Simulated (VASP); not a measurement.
A run of VASP 6.6.1:

The input POSCAR:

```
Cu2O
1.0
    4.2460810752      0.0000000000      0.0000000000
    0.0000000000      4.2460810752      0.0000000000
    0.0000000000      0.0000000000      4.2460810752
Cu O
4 2
Direct
    0.2500000000      0.2500000000      0.2500000000
    0.2500000000      0.7500000000      0.7500000000
    0.7500000000      0.7500000000      0.2500000000
    0.7500000000      0.2500000000      0.7500000000
    0.0000000000      0.0000000000      0.0000000000
    0.5000000000      0.5000000000      0.5000000000
```

Contents of INCAR.step1:

```
SYSTEM = Cu2O
PREC = Accurate
ENCUT = 520
EDIFF = 1E-5
ISMEAR = 0
SIGMA = 0.01
LREAL = .FALSE.
LASPH = .TRUE.
NELM = 120
ALGO = Normal
ISIF = 2
LWAVE = .TRUE.
LCHARG = .FALSE.
NBANDS = 37
GGA = PE
GGA_COMPAT = .FALSE.
KPAR = 4
```

Contents of INCAR.step2:

```
SYSTEM = Cu2O
PREC = Accurate
ENCUT = 520
EDIFF = 1E-6
ISMEAR = 0
SIGMA = 0.01
LREAL = .FALSE.
LASPH = .TRUE.
NELM = 120
ALGO = Normal
ISIF = 2
LWAVE = .FALSE.
LCHARG = .FALSE.
GGA = PE
LHFCALC = .TRUE.
HFSCREEN = 0.2079
PRECFOCK = Normal
NBANDS = 37
ISTART = 1
GGA_COMPAT = .FALSE.
KPAR = 4
```

KPOINTS

```
Automatic mesh
0
G
  4 4 4
  0 0 0
```

Potentials or basis: VASP PAW PBE potentials, release 64 (Cu, O).

Launch:

```bash
$ cat potpaw_PBE.64/Cu/POTCAR potpaw_PBE.64/O/POTCAR > POTCAR
$ cp INCAR.step1 INCAR
$ mpirun -np 4 vasp_std > vasp.out
$ cp INCAR.step2 INCAR
$ mpirun -np 4 vasp_std > vasp.out
```

Hardware: 4 MPI ranks on Intel(R) Xeon(R) Platinum 8488C (Sapphire Rapids), on a shared host.

**Question.** How long does it take, and how much memory?

**Answer.** Wall time 17 min on 4 MPI ranks on Intel(R) Xeon(R) Platinum 8488C (Sapphire Rapids) (shared host), peak memory 0.31 GiB a rank. Counts: k points 10.
